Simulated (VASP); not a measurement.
Set up this calculation in VASP 6.6.1, as the native input.

```yaml
Task: single point
Functional: r2SCAN
Potentials_or_basis: VASP PAW PBE potentials, release 64 (Si)
Cutoff: 440 eV
k_mesh: 1 × 1 × 1, shifted
Occupations: fermi-dirac, width 0.05 eV
Spin: collinear spin
Dipole_correction: no
Further_INCAR_settings: LREAL = Auto; ALGO = Normal; EDIFF = 1e-06; NBANDS = 172; ISYM = -1
```

System: Si (a cell with a defect).

```
Si
1.0
    10.86558    0.00000    0.00000
     0.00000   10.86558    0.00000
     0.00000    0.00000   10.86558
Si
65
Direct
  0.00025 0.99904 0.99876
  0.00044 0.00207 0.50003
  0.00046 0.50030 0.00185
  0.00974 0.50011 0.49980
  0.49959 0.00096 0.00066
  0.49807 0.00026 0.49907
  0.49807 0.49935 0.00003
  0.49459 0.49928 0.49906
  0.12463 0.12446 0.12418
  0.12617 0.12492 0.62567
  0.12619 0.62593 0.12472
  0.12941 0.62594 0.62576
  0.62409 0.12627 0.12608
  0.62363 0.12320 0.62479
  0.62366 0.62506 0.12299
  0.61399 0.62530 0.62505
  0.25039 0.25008 0.00071
  0.24981 0.24853 0.49899
  0.24852 0.75076 0.99889
  0.25153 0.75097 0.50002
  0.74879 0.24865 0.00010
  0.74877 0.24533 0.49914
  0.74968 0.75102 0.00191
  0.74956 0.76044 0.49982
  0.37582 0.37456 0.12601
  0.37253 0.37421 0.62476
  0.37393 0.87529 0.12419
  0.37436 0.87668 0.62572
  0.87451 0.37431 0.12300
  0.87496 0.36458 0.62517
  0.87549 0.87671 0.12468
  0.87549 0.87990 0.62584
  0.25038 0.00098 0.24981
  0.24852 0.99909 0.75048
  0.24980 0.49923 0.24833
  0.25156 0.50022 0.75080
  0.74881 0.00028 0.24840
  0.74969 0.00214 0.75073
  0.74876 0.49938 0.24514
  0.74960 0.50007 0.76026
  0.37584 0.12625 0.37428
  0.37390 0.12445 0.87498
  0.37255 0.62500 0.37399
  0.37436 0.62601 0.87646
  0.87449 0.12322 0.37405
  0.87544 0.12495 0.87646
  0.87494 0.62550 0.36435
  0.87550 0.62613 0.87969
  0.99743 0.24806 0.24783
  0.00419 0.24740 0.75443
  0.00420 0.75470 0.24719
  0.99615 0.74656 0.74631
  0.50255 0.25306 0.25278
  0.49743 0.24807 0.74768
  0.49740 0.74794 0.24781
  0.49690 0.75464 0.75438
  0.12720 0.37084 0.37062
  0.12680 0.37738 0.87714
  0.12687 0.87739 0.37715
  0.12189 0.87232 0.87208
  0.62830 0.37890 0.37869
  0.62024 0.37079 0.87747
  0.62023 0.87770 0.37053
  0.62685 0.87733 0.87706
  0.81128 0.56204 0.56187
```

The input as run:

POSCAR

```
Si
1.0
   10.8655790000      0.0000000000      0.0000000000
    0.0000000000     10.8655790000      0.0000000000
    0.0000000000      0.0000000000     10.8655790000
Si
65
Direct
    0.0002470000      0.9990400000      0.9987620000
    0.0004450000      0.0020660000      0.5000270000
    0.0004570000      0.5003030000      0.0018460000
    0.0097430000      0.5001140000      0.4998020000
    0.4995920000      0.0009590000      0.0006580000
    0.4980660000      0.0002630000      0.4990660000
    0.4980740000      0.4993460000      0.0000330000
    0.4945940000      0.4992840000      0.4990630000
    0.1246300000      0.1244560000      0.1241810000
    0.1261740000      0.1249210000      0.6256700000
    0.1261860000      0.6259270000      0.1247200000
    0.1294060000      0.6259410000      0.6257630000
    0.6240920000      0.1262730000      0.1260780000
    0.6236320000      0.1232050000      0.6247940000
    0.6236560000      0.6250550000      0.1229910000
    0.6139920000      0.6253050000      0.6250520000
    0.2503920000      0.2500820000      0.0007070000
    0.2498130000      0.2485260000      0.4989920000
    0.2485160000      0.7507600000      0.9988890000
    0.2515300000      0.7509740000      0.5000180000
    0.7487860000      0.2486510000      0.0001000000
    0.7487660000      0.2453330000      0.4991440000
    0.7496770000      0.7510240000      0.0019050000
    0.7495630000      0.7604390000      0.4998180000
    0.3758190000      0.3745620000      0.1260060000
    0.3725330000      0.3742130000      0.6247600000
    0.3739250000      0.8752890000      0.1241850000
    0.3743610000      0.8766820000      0.6257230000
    0.8745110000      0.3743140000      0.1230000000
    0.8749620000      0.3645800000      0.6251720000
    0.8754870000      0.8767060000      0.1246830000
    0.8754910000      0.8799000000      0.6258410000
    0.2503810000      0.0009820000      0.2498120000
    0.2485190000      0.9990900000      0.7504830000
    0.2498010000      0.4992300000      0.2483320000
    0.2515650000      0.5002210000      0.7507960000
    0.7488110000      0.0002820000      0.2484020000
    0.7496920000      0.0021440000      0.7507290000
    0.7487590000      0.4993830000      0.2451410000
    0.7495970000      0.5000720000      0.7602570000
    0.3758400000      0.1262540000      0.3742810000
    0.3738960000      0.1244470000      0.8749810000
    0.3725480000      0.6250030000      0.3739880000
    0.3743610000      0.6260100000      0.8764560000
    0.8744930000      0.1232190000      0.3740470000
    0.8754410000      0.1249450000      0.8764570000
    0.8749350000      0.6254970000      0.3643540000
    0.8755010000      0.6261250000      0.8796850000
    0.9974270000      0.2480610000      0.2478280000
    0.0041850000      0.2474020000      0.7544350000
    0.0042000000      0.7547050000      0.2471920000
    0.9961490000      0.7465590000      0.7463060000
    0.5025520000      0.2530650000      0.2527830000
    0.4974340000      0.2480660000      0.7476800000
    0.4973960000      0.7479370000      0.2478060000
    0.4969040000      0.7546390000      0.7543800000
    0.1272020000      0.3708400000      0.3706240000
    0.1268020000      0.3773790000      0.8771430000
    0.1268660000      0.8773860000      0.3771460000
    0.1218890000      0.8723240000      0.8720830000
    0.6282970000      0.3788960000      0.3786870000
    0.6202420000      0.3707940000      0.8774740000
    0.6202320000      0.8777000000      0.3705340000
    0.6268470000      0.8773280000      0.8770550000
    0.8112800000      0.5620390000      0.5618700000
```

INCAR.step1

```
PREC = Accurate
ENCUT = 440
ISMEAR = -1
SIGMA = 0.05
LREAL = Auto
LASPH = T
NELM = 200
ISPIN = 2
MAGMOM = 0 0 0 0.286 0 0 0 0 0 0 0 0 0 0 0 0.286 0 0 0 0 0 0 0 0.286 0 0 0 0 0 0.286 0 0 0 0 0 0 0 0 0 0.286 0 0 0 0 0 0 0.286 0 0 0 0 0 0 0 0 0 0 0 0 0 0 0 0 0 0.286
NBANDS = 172
ISYM = -1
GGA = PE
ALGO = Normal
EDIFF = 1E-5
LWAVE = T
LCHARG = F
GGA_COMPAT = F
KPAR = 1
```

INCAR.step2

```
PREC = Accurate
ENCUT = 440
EDIFF = 1E-6
ISMEAR = -1
SIGMA = 0.05
LREAL = Auto
LASPH = T
NELM = 200
ALGO = Normal
ISIF = 2
LWAVE = F
LCHARG = F
ISPIN = 2
MAGMOM = 0 0 0 0.286 0 0 0 0 0 0 0 0 0 0 0 0.286 0 0 0 0 0 0 0 0.286 0 0 0 0 0 0.286 0 0 0 0 0 0 0 0 0 0.286 0 0 0 0 0 0 0.286 0 0 0 0 0 0 0 0 0 0 0 0 0 0 0 0 0 0.286
LORBIT = 11
METAGGA = R2SCAN
LMIXTAU = T
NBANDS = 172
ISYM = -1
ISTART = 1
GGA_COMPAT = F
KPAR = 1
```

KPOINTS

```
explicit points
1
Reciprocal
  0.25000000   0.25000000   0.25000000 1
```

Potentials or basis: VASP PAW PBE potentials, release 64 (Si).

The run is started by

```sh
$ cat potpaw_PBE.64/Si/POTCAR > POTCAR
$ cp INCAR.step1 INCAR
$ mpirun -np 4 vasp_std > vasp.out
$ cp INCAR.step2 INCAR
$ mpirun -np 4 vasp_std > vasp.out
```

It gave:

* Pressure: 1.4 GPa
* Largest force: 0.089 eV/Å
* Band gap on the k mesh: 0.64 eV
* Net moment: 0.00 μB per cell
* Valence electrons inside the program's atomic spheres: Si 1.71, 1.72, 1.68, 1.70, 1.77 (each value once)

Caveat: the PAW data sets were made with another functional, which shifts forces and pressure a little.

It took 6.5 min on 4 MPI ranks on Intel(R) Xeon(R) 6975P-C (Granite Rapids), on a shared host, peak memory 0.58 GiB a rank.
